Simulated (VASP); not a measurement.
Set up this calculation in VASP 6.6.1, as the native input.

| Quantity | Value |
| --- | --- |
| Task | single point |
| Functional | PBE |
| Potentials or basis | VASP PAW PBE potentials, release 64 (C, H) |
| Cutoff | 520 eV |
| k mesh | 5 × 5 × 1 |
| Occupations | gaussian, width 0.05 eV |
| Spin | no spin polarisation |
| Dipole correction | yes |
| Further INCAR settings | LREAL = Auto; ALGO = Normal; EDIFF = 1e-07; NBANDS = 68 |

The structure of HC12 lies in POSCAR:

```
HC12
1.0
    5.0509324483      0.0000000000      0.0000000000
    0.0000000000      5.0509324483      0.0000000000
    0.0000000000      0.0000000000     22.3754933530
C H
24 2
Direct
    0.0000000000      0.2500000000      0.1787670080
    0.0000000000      0.7500000000      0.1787670080
    0.5000000000      0.2500000000      0.1787670080
    0.5000000000      0.7500000000      0.1787670080
    0.0000000000      0.0000000000      0.2186716990
    0.0000000000      0.5000000000      0.2186716990
    0.5000000000      0.0000000000      0.2186716990
    0.5000000000      0.5000000000      0.2186716990
    0.2500000000      0.0000000000      0.2585763899
    0.2500000000      0.5000000000      0.2585763899
    0.7500000000      0.0000000000      0.2585763899
    0.7500000000      0.5000000000      0.2585763899
    0.2500000000      0.2500000000      0.2976014419
    0.2500000000      0.7500000000      0.2976014419
    0.7500000000      0.2500000000      0.2976014419
    0.7500000000      0.7500000000      0.2976014419
    0.0000000000      0.2500000000      0.3394883053
    0.0000000000      0.7500000000      0.3394883053
    0.5000000000      0.2500000000      0.3394883053
    0.5000000000      0.7500000000      0.3394883053
    0.0000000000      0.0000000000      0.3743154719
    0.0000000000      0.5000000000      0.3743154719
    0.5000000000      0.0000000000      0.3743154719
    0.5000000000      0.5000000000      0.3743154719
    0.8830908934      0.3750000000      0.3944267603
    1.1169091066      0.3750000000      0.3944267603
```

The input as run:

INCAR

```
SYSTEM = HC12
  PREC = Accurate
  ENCUT = 520
  EDIFF = 1E-7
  ISMEAR = 0
  SIGMA = 0.05
  LREAL = Auto
  LASPH = .TRUE.
  NELM = 80
  ALGO = Normal
  ISIF = 2
  LWAVE = .FALSE.
  LCHARG = .FALSE.
  LDIPOL = .TRUE.
  IDIPOL = 3
  DIPOL = 0.5 0.5 0.287
  GGA = PE
  NBANDS = 68
```

KPOINTS

```
Automatic mesh
0
G
  5 5 1
  0 0 0
```

Potentials or basis: VASP PAW PBE potentials, release 64 (C, H).

Launch:

```sh
$ cat potpaw_PBE.64/C/POTCAR potpaw_PBE.64/H/POTCAR > POTCAR
$ mpirun -np 1 vasp_std > vasp.out
```

It gave:

```
Largest force          : 8.685 eV/Å
Band gap on the k mesh : zero (bands 49 and 50 overlap by 0.19 eV)
```

Wall time 44 min on 1 thread of Intel Xeon 8259CL, with other jobs on the host, peak memory 0.63 GiB.
